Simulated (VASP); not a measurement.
Set up this calculation in VASP 6.6.1, as the native input.

```
Task                   : single point
Functional             : PBEsol
Potentials or basis    : VASP PAW PBE potentials, release 64 (Ba_sv)
Cutoff                 : 520 eV
k mesh                 : 9 × 9 × 9
Occupations            : fermi-dirac, width 0.1 eV
Spin                   : no spin polarisation
Dipole correction      : no
Further INCAR settings : ALGO = Normal; EDIFF = 1e-07; NBANDS = 11
```

The structure of Ba lies in POSCAR:

```
Ba
1.0
    3.9546720623      0.0000000000      0.0000000000
    0.0000000000      3.9546720623      0.0000000000
    0.0000000000      0.0000000000      3.9546720623
Ba
1
Direct
    0.0000000000      0.0000000000      0.0000000000
```

This isn't the form of Ba at room conditions, which is bcc.

These files were run (other wordings do the same):

INCAR

```
PREC = Accurate
ENCUT = 520
EDIFF = 1E-7
ISMEAR = -1
SIGMA = 0.1
LREAL = F
LASPH = T
NELM = 60
ALGO = Normal
ISIF = 2
LWAVE = F
LCHARG = F
GGA = PS
NBANDS = 11
```

KPOINTS

```
regular mesh
0
Gamma
  9 9 9
```

Potentials or basis: VASP PAW PBE potentials, release 64 (Ba_sv).

The run is started by

```console
$ cat potpaw_PBE.64/Ba_sv/POTCAR > POTCAR
$ mpirun -np 1 vasp_std > vasp.out
```

It gave:

```
Pressure : -0.6 GPa
```

Caveat: the PAW data sets were made with another functional, which shifts forces and pressure a little.

Wall time 9.8 s on 1 thread of Intel(R) Xeon(R) 6975P-C (Granite Rapids), with other jobs on the host, peak memory 0.17 GiB.
